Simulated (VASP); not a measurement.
Runs of VASP 6.6.1 on Sb. The structure is that of space group Pm-3m (No. 221), or close to it. The cells are those of the table. 

| cell | gap on the mesh (eV) | pressure (GPa) |
| --- | --- | --- |
| a = 3.239, b = 3.239, c = 3.318 Å, 1 atom | none | -7.8 |
| a = 3.318, b = 3.318, c = 3.239 Å, 1 atom | none | -8.3 |
| a = 3.160, b = 3.160, c = 3.081 Å, 1 atom | none | -3.7 |
| a = 3.239, b = 3.239, c = 3.081 Å, 1 atom | none | (a) |
| a = 3.002, b = 3.002, c = 3.081 Å, 1 atom | none | 2.5 |
| a = 3.318 Å, 1 atom | none | -8.7 |
| a = 3.160, b = 3.160, c = 3.318 Å, 1 atom | none | -6.3 |
| a = 3.239, b = 3.239, c = 3.002 Å, 1 atom | none | -4.2 |
| a = 3.081, b = 3.081, c = 3.318 Å, 1 atom | none | -4.1 |
| a = 3.318, b = 3.318, c = 3.081 Å, 1 atom | none | -6.8 |
| a = 3.081, b = 3.081, c = 3.239 Å, 1 atom | none | (b) |
| a = 3.002, b = 3.002, c = 3.160 Å, 1 atom | none | 1.0 |

Alike in all rows: task single point; level PBEsol; potentials or basis VASP PAW PBE potentials, release 64 (Sb); no spin polarisation; k mesh 16 × 16 × 16; cutoff (eV) 520; smearing gaussian 0.15 eV.

Problem. Fill in the values left out.

Solution. (a) -5.5; (b) -3.4.

Caveats: the PAW data sets were made with another functional, which shifts forces and pressure a little; spin-orbit coupling is left out, which moves the levels of the heavy elements.

A k mesh can miss the band edges, and the runs leave out spin-orbit coupling on Sb.

A gap of «none» marks levels without a gap at the run's occupations.
